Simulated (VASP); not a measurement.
Wanted: the native input for a VASP 6.6.1 run.

* Task: relaxation of cell and atoms
* Functional: PBE
* Potentials or basis: VASP PAW PBE potentials, release 64 (Si, F)
* Cutoff: 600 eV
* k mesh: 6 × 6 × 6
* Occupations: gaussian, width 0.1 eV
* Spin: no spin polarisation
* Dipole correction: no
* Further INCAR settings: ALGO = Normal; EDIFF = 1e-06; IBRION = 2; EDIFFG = -0.04; NSW = 90; ISIF = 3

The structure of SiF lies in POSCAR:

```
SiF
1.0
    2.9566721500      0.0000000000      0.0000000000
   -1.4783360700      2.5605531900      0.0000000000
    0.0000000000      0.0000000000      2.8634110700
Si F
1 1
Direct
    0.6666666700      0.3333333300      0.0000000000
    0.0000000000      0.0000000000      0.5000000000
```

These files were run (other wordings do the same):

INCAR

```
PREC = Accurate
ENCUT = 600
EDIFF = 1E-6
ISMEAR = 0
SIGMA = 0.1
LREAL = False
LASPH = True
NELM = 80
ALGO = Normal
ISIF = 3
LWAVE = False
LCHARG = False
GGA = PE
IBRION = 2
NSW = 90
EDIFFG = -0.04
```

KPOINTS

```
regular mesh
0
Gamma
  6 6 6
```

Potentials or basis: VASP PAW PBE potentials, release 64 (Si, F).

Run with:

```sh
$ cat potpaw_PBE.64/Si/POTCAR potpaw_PBE.64/F/POTCAR > POTCAR
$ mpirun -np 1 vasp_std > vasp.out
```

Results of the run:

* Relaxed volume: 11.96 Å³/atom
* Relaxed cell: a = 2.698 Å, b = 2.698 Å, c = 3.795 Å, α = 90.00°, β = 90.00°, γ = 120.00°
* Space group after relaxing (to 0.05 Å): P-6m2 (No. 187)
* Energy gained by relaxing: 828.9 meV/atom
* Ionic steps: 12
* Pressure after relaxing: 0.2 GPa

Caveat: the k points lie up to 0.45 Å⁻¹ apart in the final cell; an odd number of electrons without spin polarisation forces a metal; a magnetic or distorted state may lie lower.

Wall time 34 s on 1 thread of Intel Xeon 6975P-C, with other jobs on the host, peak memory 0.14 GiB.
